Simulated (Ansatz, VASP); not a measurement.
**Ba in VASP and in Ansatz**

Contents of INCAR:

```
ALGO = Normal
DIPOL = 0.5 0.5 0.500
EDIFF = 1E-6
ENCUT = 400
GGA = PS
GGA_COMPAT = False
IDIPOL = 3
ISIF = 2
ISMEAR = 1
KPAR = 4
LASPH = True
LCHARG = False
LDIPOL = True
LREAL = False
LWAVE = False
NBANDS = 44
NELM = 120
NELMDL = -8
PREC = Accurate
SIGMA = 0.1
```

The input KPOINTS:

```
k-points
0
Gamma
  16 16 1
```

The input POSCAR:

```
Ba
1.0
    4.8798185640      0.0000000000      0.0000000000
    2.4399092820      3.4505527970      0.0000000000
    0.0000000000      0.0000000000     40.7033167840
Ba
7
Direct
    0.0000000000      0.0000000000      0.2456802244
    0.5000000000      0.0000000000      0.3304534829
    0.0000000000      0.0000000000      0.4152267415
    0.5000000000      0.0000000000      0.5000000000
    0.0000000000      0.0000000000      0.5847732585
    0.5000000000      0.0000000000      0.6695465171
    0.0000000000      0.0000000000      0.7543197756
```

Input for Ansatz:

```yaml
crystal:
  lattice:
    - [4.879818564, 0.0, 0.0]
    - [2.439909282, 3.450552797, 0.0]
    - [0.0, 0.0, 40.703316784]
  atoms:
    - { symbol: Ba, position: [0.0, 0.0, 0.2456802244] }
    - { symbol: Ba, position: [0.5, 0.0, 0.3304534829] }
    - { symbol: Ba, position: [0.0, 0.0, 0.4152267415] }
    - { symbol: Ba, position: [0.5, 0.0, 0.5] }
    - { symbol: Ba, position: [0.0, 0.0, 0.5847732585] }
    - { symbol: Ba, position: [0.5, 0.0, 0.6695465171] }
    - { symbol: Ba, position: [0.0, 0.0, 0.7543197756] }
kpoints:
  mp_grid: { grid: [16, 16, 1] }
scf:
  occupations: { method: cold, width: 0.1 }
hamiltonian:
  xc: pbesol
  pseudopotentials: { kind: paw, azcp: { folder: soft_1 } }
output:
  forces: true
  stress: false
  populations: false
efield:
  axis: 3
  dipole_correction: true
```

Alike in both runs: task single point; functional PBEsol; k mesh 16 × 16 × 1; no spin polarisation.

|  | VASP | Ansatz |
| --- | --- | --- |
| version | VASP 6.6.1 | Ansatz 0.2.0 |
| potentials or method | VASP PAW PBE potentials, release 64 (Ba_sv) | plane-wave PAW, scalar-relativistic |
| plane-wave cutoff (eV) | 400 | 420 |
| occupations | methfessel-paxton of order 1, width 0.1 eV | cold, width 0.1 eV |
| valence electrons in the cell | 70 | 70 |

Ansatz gave:

```
rms of the force components (eV/Å) : 0.026
```

**Question.** Estimate VASP's values.

**Answer.** rms of the force components (eV/Å): 0.024.

VASP's potentials were made for PBE, not for PBEsol, and Ansatz warns of the same on its side. Atom by atom the forces differ by 0.003 eV/Å (rms over components).

Neither program's run includes spin-orbit coupling.
